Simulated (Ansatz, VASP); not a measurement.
# BeS: VASP beside Ansatz

```
Be S
1.0
     0.00000    2.42500    2.42500
     2.42500    0.00000    2.42500
     2.42500    2.42500    0.00000
Be S
1 1
Cartesian
  0.0000 0.0000 0.0000
  3.6375 3.6375 3.6375
```

Alike in both runs: task electric field gradients; functional PBEsol; k mesh 9 × 9 × 9; no spin polarisation.

|  | VASP | Ansatz |
| --- | --- | --- |
| version | VASP 6.6.1 | Ansatz 0.2.0 |
| potentials or method | VASP PAW PBE potentials, release 64 (Be, S) | PAW with Ansatz's default frozen-core files, scalar-relativistic |
| plane-wave cutoff (eV) | 520 | 420 |
| occupations | methfessel-paxton of order 1, width 0.005 eV | cold, width 0.005 eV |
| valence electrons in the cell | 8 | 8 |

|  | VASP | Ansatz | Ansatz less VASP |
| --- | --- | --- | --- |
| gap on the k mesh at the Fermi level (eV) | 3.03 | 3.02 | -0.004 |
| pressure (GPa) | -0.6 | -0.7 | -0.15 |

VASP's potentials were made for PBE, not for PBEsol.
